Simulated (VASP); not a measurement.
# SnO2 (Pnnm) in VASP: further runs

Runs on SnO2. Level: LDA. Tasks: single point.

All numbers are computed with VASP 6.6.1; they aren't measurements. Logs are shortened: lines on timing, memory, paths and dates and some standing lists are left out, and cuts for length are marked.

### Step 1. The cell of the first run

It takes space group Pnnm (No. 58, orthorhombic). Conventional cell: a = 4.764 Å, b = 5.061 Å, c = 3.419 Å, α = 90.00°, β = 90.00°, γ = 90.00°. Within 2.8 Å of Sn (site symmetry 2/m) lie 6 O at 2.15 to 2.16 Å. O (site symmetry m) has 3 Sn at 2.15 to 2.16 Å and 1 O at 2.65 Å within 2.8 Å.

### Step 2. Single point, LDA (13.74 Å³/atom)

The input, INCAR:

```
SYSTEM = SnO2
PREC = Accurate ; ENCUT = 520
EDIFF = 1E-6 ; ISMEAR = 0
SIGMA = 0.05 ; LREAL = .False.
LASPH = .True. ; NELM = 80
ALGO = Normal ; ISIF = 2
LWAVE = .False. ; LCHARG = .False.
NBANDS = 35
```

The input, KPOINTS:

```
regular mesh
0
Gamma
  6 6 10
  0 0 0
```

The input, POSCAR:

```
SnO2
1.0
    4.7641695805      0.0000000000      0.0000000000
    0.0000000000      5.0607276080      0.0000000000
    0.0000000000      0.0000000000      3.4185581734
Sn O
2 4
Direct
    0.5000000000      0.5000000000      0.5000000000
    0.0000000000      0.0000000000      0.0000000000
    0.3079960395      0.3111034788      0.0000000000
    0.8079960395      0.1888965212      0.5000000000
    0.1920039605      0.8111034788      0.5000000000
    0.6920039605      0.6888965212      0.0000000000
```

Potentials or basis: VASP PAW LDA potentials, release 64 (Sn_d, O).

Started as:

```bash
cat potpaw_LDA.64/Sn_d/POTCAR potpaw_LDA.64/O/POTCAR > POTCAR
mpirun -np 1 vasp_std > vasp.out
```

OUTCAR:

```text
SYSTEM = SnO2
   PREC = Accurate
   ENCUT = 520
   EDIFF = 1E-6
   ISMEAR = 0
   LREAL = .False.
   LASPH = .True.
   NELM = 80
   ISIF = 2

 ion  position               nearest neighbor table
   1  0.500  0.500  0.500-   4 2.15   5 2.15   3 2.16   6 2.16   3 2.16   6 2.16
   2  0.000  0.000  0.000-   3 2.15   6 2.15   5 2.16   4 2.16   4 2.16   5 2.16
   3  0.308  0.311  0.000-   2 2.15   1 2.16   1 2.16
   4  0.808  0.189  0.500-   1 2.15   2 2.16   2 2.16
   5  0.192  0.811  0.500-   1 2.15   2 2.16   2 2.16
   6  0.692  0.689  0.000-   2 2.15   1 2.16   1 2.16

  LATTYP: Found a simple orthorhombic cell.
 ALAT       =     3.4185581734
 B/A-ratio  =     1.3936195726
 C/A-ratio  =     1.4803690185

  Lattice vectors:

 A1 = (   0.0000000000,   0.0000000000,   3.4185581734)
 A2 = (   4.7641695805,   0.0000000000,   0.0000000000)
 A3 = (   0.0000000000,   5.0607276080,   0.0000000000)

Analysis of symmetry for initial positions (statically):
=====================================================================
 Subroutine PRICEL returns:
 Original cell was already a primitive cell.

 Routine SETGRP: Setting up the symmetry group for a
 simple orthorhombic supercell.

 Subroutine GETGRP returns: Found  8 space group operations
 (whereof  4 operations were pure point group operations)
 out of a pool of  8 trial point group operations.

The static configuration has the point symmetry C_2h.
 The point group associated with its full space group is D_2h.

Analysis of symmetry for dynamics (positions and initial velocities):
=====================================================================
 Subroutine PRICEL returns:
 Original cell was already a primitive cell.

 Routine SETGRP: Setting up the symmetry group for a
 simple orthorhombic supercell.

 Subroutine GETGRP returns: Found  8 space group operations
 (whereof  4 operations were pure point group operations)
 out of a pool of  8 trial point group operations.

The dynamic configuration has the point symmetry C_2h.
 The point group associated with its full space group is D_2h.

 Subroutine INISYM returns: Found  8 space group operations
 (whereof  4 operations are pure point group operations),
 and found     1 'primitive' translations

----------------------------------------------------------------------------------------

                                     Primitive cell
[... 95 lines left out ...]
   LSORBIT =      F    spin-orbit coupling
   LASPH  =      T    aspherical Exc in radial PAW
   ENCUT  =  520.0 eV  38.22 Ry    6.18 a.u.   8.86  9.41  6.36*2*pi/ulx,y,z
   NELM   =     80;   NELMIN=  2; NELMDL= -5     # of ELM steps
   EDIFF  = 0.1E-05   stopping-criterion for ELM
   LREAL  =      F    real-space projection
   EDIFFG = 0.1E-04   stopping-criterion for IOM
   NSW    =      0    number of steps for IOM
   IBRION =     -1    ionic relax: 0-MD 1-quasi-New 2-CG
   NFREE  =      0    steps in history (QN), initial steepest desc. (CG)
   ISIF   =      2    stress and relaxation
   ISYM   =      2    0-nonsym 1-usesym 2-fastsym
   POTIM  = 0.5000    time-step for ionic-motion
   TEBEG  =    0.0;   TEEND  =   0.0 temperature during run
   PSTRESS=    0.0 pullay stress
   NELECT =      52.0000    total number of electrons
   NUPDOWN=      -1.0000    fix difference up-down
   EMIN   =  10.00;   EMAX   =-10.00  energy-range for DOS
   EFERMI =   0.00;   METHOD = LEGACY
   ISMEAR =     0;   SIGMA  =   0.05  broadening in eV -4-tet -1-fermi 0-gaus
   EFERMI_NEDOS =   21; number of points for ismear=-14 and -15
   IALGO  =     38    algorithm
   IMIX   =      4    mixing-type and parameters
     AMIX     =   0.40;   BMIX     =  1.00
     AMIX_MAG =   1.60;   BMIX_MAG =  1.00
  volume/ion in A,a.u.               =      13.74        92.70
  Fermi-wavevector in a.u.,A,eV,Ry     =   1.404090  2.653345 26.823454  1.971468
  Thomas-Fermi vector in A             =   2.526686
   LORBIT       =      0    0 simple, 1 ext, 2 COOP (PROOUT), +10 PAW based schemes
   GGA     = CA    functional components
   LHFCALC =     F    Hartree Fock is set to
   AEXX    =    0.0000 exact exchange contribution
   IVDW    =     0    specifies the selected vdW correction
   LEPSILON=     F    determine dielectric tensor
   LRPA    =     F    only Hartree local field effects (RPA)
 non-spin polarized calculation
 Gauss-broadening in eV      SIGMA  =   0.05
  energy-cutoff  :      520.00
  volume of cell :       82.42
 maximum number of plane-waves:      2244
 NGX is ok and might be reduce to    36
   NGX = 17   NGY = 19   NGZ = 13

 number of electron      51.9999997 magnetization

 Free energy of the ion-electron system (eV)
  ---------------------------------------------------
  ext. energy  EPLUGINS =         0.00000000
  ---------------------------------------------------
  free energy    TOTEN  =       -41.34293060 eV

  energy without entropy =      -41.34280733  energy(sigma->0) =      -41.34286896

 E-fermi :   4.2621     XC(G=0): -11.0870

 val. band max:        4.2140566492   @ k =   0.0000   0.0000   0.1000
 cond. band min:       4.2934888654   @ k =   0.0000   0.0000   0.0000
 fundamental gap:      0.0794322162
 Fermi energy:         4.2621208153

 k-point     1 :       0.0000    0.0000    0.0000
  band No.  band energies     occupation
      1     -16.5261      2.00000
      2     -16.0562      2.00000
      3     -15.9760      2.00000
      4     -15.9541      2.00000
      5     -15.9539      2.00000
      6     -15.9189      2.00000
[... 901 lines left out ...]
     34      14.8781      0.00000
     35      16.0546      0.00000

 [... further k-points ...]
[... 5 lines left out ...]
  --------------------------------------------------------------------------------------
  -------------------------------------------------------------------------------------
  Total       -8.2096366    -10.6619487    -14.8924506     -0.0000000      0.0000000      0.0000000
  in kB     -159.5847425   -207.2545256   -289.4900241     -0.0000000      0.0000000      0.0000000
  external PRESSURE =    -218.7764307 kB  Pullay stress =       0.0000000 kB

 VOLUME and BASIS-vectors are now :
 -----------------------------------------------------------------------------
  energy-cutoff  :      520.00
  volume of cell :       82.42
      direct lattice vectors                 reciprocal lattice vectors
     4.764169580  0.000000000  0.000000000     0.209900169  0.000000000  0.000000000
     0.000000000  5.060727608  0.000000000     0.000000000  0.197600044  0.000000000
     0.000000000  0.000000000  3.418558173     0.000000000  0.000000000  0.292520984

 POSITION                                       TOTAL-FORCE (eV/Angst)
 -----------------------------------------------------------------------------------
      2.38208      2.53036      1.70928        -0.000000     -0.000000      0.000000
      0.00000      0.00000      0.00000        -0.000000     -0.000000      0.000000
      1.46735      1.57441      0.00000        -0.013830     -0.014248      0.000000
      3.84943      0.95595      1.70928        -0.013830      0.014248     -0.000000
      0.91474      4.10477      1.70928         0.013830     -0.014248      0.000000
      3.29682      3.48632      0.00000         0.013830      0.014248     -0.000000
 -----------------------------------------------------------------------------------
    total drift:                                0.000000      0.000000      0.000000

  FREE ENERGIE OF THE ION-ELECTRON SYSTEM (eV)
  ---------------------------------------------------
  free  energy   TOTEN  =       -41.3429305955 eV

  energy  without entropy=      -41.3428073334  energy(sigma->0) =      -41.34286896
```

Run time: 2.3 min. Hardware: 1 thread of AMD EPYC 9R45 (Zen 5), shared host; peak memory 0.28 GiB.

Results:

* Free energy: -41.3429 eV
* Pressure: -21.9 GPa
* Largest force: 0.020 eV/Å
* Band gap on the k mesh: 0.08 eV (least direct gap 0.45 eV)

Forces in eV/Å, atoms in the order of the input:
```
Sn   0.000  0.000  0.000
Sn   0.000  0.000  0.000
O   -0.014 -0.014  0.000
O   -0.014  0.014  0.000
O    0.014 -0.014  0.000
O    0.014  0.014  0.000
```

Caveat: the stress differs along the axes, from -29 to -16 GPa; semilocal functionals underestimate gaps, and a narrow one can read as zero; spin-orbit coupling is left out, which moves the levels of the heavy elements. A k mesh can miss the band edges.

### Step 3. Single point, LDA (13.74 Å³/atom)

The input, INCAR:

```
SYSTEM = SnO2
ALGO = Normal
EDIFF = 1E-7
ENCUT = 520
GGA = CA
ISIF = 2
ISMEAR = 0
LASPH = .True.
LCHARG = .False.
LREAL = .False.
LWAVE = .False.
NBANDS = 35
NELM = 100
PREC = Accurate
SIGMA = 0.05
```

The input, KPOINTS:

```
k-points
0
Gamma
  6 6 10
  0 0 0
```

The input, POSCAR:

```
SnO2
1.0
    5.1627837541      0.0000000000      0.0000000000
    0.0000000000      4.8614363131      0.0000000000
    0.0000000000      0.0000000000      3.2839354595
Sn O
2 4
Direct
    0.5000000000      0.5000000000      0.5000000000
    0.0000000000      0.0000000000      0.0000000000
    0.3141628486      0.3085382623      0.0000000000
    0.8141628486      0.1914617377      0.5000000000
    0.1858371514      0.8085382623      0.5000000000
    0.6858371514      0.6914617377      0.0000000000
```

Potentials or basis: VASP PAW LDA potentials, release 64 (Sn_d, O).

Started as:

```bash
cat potpaw_LDA.64/Sn_d/POTCAR potpaw_LDA.64/O/POTCAR > POTCAR
mpirun -np 1 vasp_std > vasp.out
```

OUTCAR:

```text
SYSTEM = SnO2
   EDIFF = 1E-7
   ENCUT = 520
   GGA = CA
   ISIF = 2
   ISMEAR = 0
   LASPH = .True.
   LREAL = .False.
   NELM = 100
   PREC = Accurate

 ion  position               nearest neighbor table
   1  0.500  0.500  0.500-   3 2.12   6 2.12   3 2.12   6 2.12   5 2.21   4 2.21
   2  0.000  0.000  0.000-   4 2.12   5 2.12   4 2.12   5 2.12   3 2.21   6 2.21
   3  0.314  0.309  0.000-   1 2.12   1 2.12   2 2.21
   4  0.814  0.191  0.500-   2 2.12   2 2.12   1 2.21
   5  0.186  0.809  0.500-   2 2.12   2 2.12   1 2.21
[... 1124 lines left out ...]
  -------------------------------------------------------------------------------------
  Total      -10.8802358     -8.3765148    -10.9128232      0.0000000      0.0000000      0.0000000
  in kB     -211.4977453   -162.8286393   -212.1312022      0.0000000      0.0000000      0.0000000
  external PRESSURE =    -195.4858623 kB  Pullay stress =       0.0000000 kB

 VOLUME and BASIS-vectors are now :
 -----------------------------------------------------------------------------
  energy-cutoff  :      520.00
  volume of cell :       82.42
      direct lattice vectors                 reciprocal lattice vectors
     5.162783754  0.000000000  0.000000000     0.193693954  0.000000000  0.000000000
     0.000000000  4.861436313  0.000000000     0.000000000  0.205700525  0.000000000
     0.000000000  0.000000000  3.283935459     0.000000000  0.000000000  0.304512684

 POSITION                                       TOTAL-FORCE (eV/Angst)
 -----------------------------------------------------------------------------------
      2.58139      2.43072      1.64197         0.000000     -0.000000      0.000000
      0.00000      0.00000      0.00000         0.000000     -0.000000      0.000000
      1.62195      1.49994      0.00000        -0.041810     -0.042168     -0.000000
      4.20335      0.93078      1.64197        -0.041810      0.042168     -0.000000
      0.95944      3.93066      1.64197         0.041810     -0.042168     -0.000000
      3.54083      3.36150      0.00000         0.041810      0.042168      0.000000
 -----------------------------------------------------------------------------------
    total drift:                               -0.000000      0.000000     -0.000000

  FREE ENERGIE OF THE ION-ELECTRON SYSTEM (eV)
  ---------------------------------------------------
  free  energy   TOTEN  =       -41.4801890877 eV

  energy  without entropy=      -41.4801202496  energy(sigma->0) =      -41.48015467
```

OSZICAR:

```text
N       E                     dE             d eps       ncg     rms          rms(c)
DAV:   1     0.623022567886E+03    0.62302E+03   -0.25459E+04  7343   0.221E+03
DAV:   2     0.554454299235E+02   -0.56758E+03   -0.53650E+03  7240   0.598E+02
DAV:   3    -0.419216876248E+02   -0.97367E+02   -0.95388E+02  7428   0.206E+02
DAV:   4    -0.472221140570E+02   -0.53004E+01   -0.52583E+01  8442   0.522E+01
DAV:   5    -0.473671666668E+02   -0.14505E+00   -0.14478E+00  8282   0.916E+00    0.147E+01
DAV:   6    -0.416168261671E+02    0.57503E+01   -0.17047E+01 10547   0.666E+01    0.602E+00
DAV:   7    -0.415828615564E+02    0.33965E-01   -0.19724E+00  7494   0.818E+00    0.306E+00
DAV:   8    -0.414953026588E+02    0.87559E-01   -0.29242E-01  8186   0.371E+00    0.738E-01
DAV:   9    -0.414798622377E+02    0.15440E-01   -0.34415E-02 10962   0.231E+00    0.120E-01
DAV:  10    -0.414801948369E+02   -0.33260E-03   -0.44285E-03  9096   0.636E-01    0.674E-02
DAV:  11    -0.414801992494E+02   -0.44125E-05   -0.31607E-04 10931   0.203E-01    0.390E-02
DAV:  12    -0.414801917979E+02    0.74515E-05   -0.32113E-05  9253   0.455E-02    0.218E-02
DAV:  13    -0.414801890491E+02    0.27488E-05   -0.14342E-05  8593   0.233E-02    0.135E-03
DAV:  14    -0.414801890877E+02   -0.38614E-07   -0.55459E-07  8980   0.642E-03
   1 F= -.41480189E+02 E0= -.41480155E+02  d E =-.688380E-04
```

stdout:

```text
POSCAR found type information on POSCAR SnO
 POSCAR found :  2 types and       6 ions
 scaLAPACK will be used
 LDA part: xc-table for (Slater(with rela. corr.)+CA(PZ))
 , standard interpolation
 POSCAR, INCAR and KPOINTS ok, starting setup
 FFT: planning ... GRIDC
 FFT: planning ... GRID_SOFT
 FFT: planning ... GRID
 WAVECAR not read
 entering main loop
```

Run time: 2.1 min. Hardware: 1 thread of AMD EPYC 9R45 (Zen 5), shared host; peak memory 0.28 GiB.

Results:

```
Free energy            : -41.4802 eV
Pressure               : -19.5 GPa
Largest force          : 0.059 eV/Å
Band gap on the k mesh : 0.11 eV (least direct gap 0.17 eV)
```

Forces in eV/Å, atoms in the order of the input:
```
Sn   0.000  0.000  0.000
Sn   0.000  0.000  0.000
O   -0.042 -0.042  0.000
O   -0.042  0.042  0.000
O    0.042 -0.042  0.000
O    0.042  0.042  0.000
```

Levels at points of the mesh, in eV from the valence-band top:
```
           k point  band 23  band 24  band 25  band 26  band 27  band 28  band 29  band 30
(0.00, 0.00, 0.00)    -1.11    -0.75    -0.51    -0.06     0.11     4.79     5.50     5.77
(0.50, 0.00, 0.00)    -1.11    -1.11    -0.47    -0.47     3.03     3.03     6.30     6.30
(0.00, 0.50, 0.00)    -1.16    -1.16    -0.61    -0.61     3.04     3.04     6.19     6.19
(0.50, 0.50, 0.00)    -1.23    -1.23    -0.72    -0.72     3.32     3.32     6.45     6.45
(0.00, 0.00, 0.50)    -1.25    -1.25    -1.02    -1.02     4.70     4.70     8.60     8.60
(0.50, 0.00, 0.50)    -0.93    -0.93    -0.78    -0.78     4.90     4.90     6.64     6.64
(0.00, 0.50, 0.50)    -0.74    -0.74    -0.72    -0.72     4.93     4.93     6.68     6.68
(0.50, 0.50, 0.50)    -0.85    -0.85    -0.64    -0.64     3.72     3.72     7.63     7.63
```

Caveat: the cell stands under tension; semilocal functionals underestimate gaps, and a narrow one can read as zero; spin-orbit coupling is left out, which moves the levels of the heavy elements. A k mesh can miss the band edges.
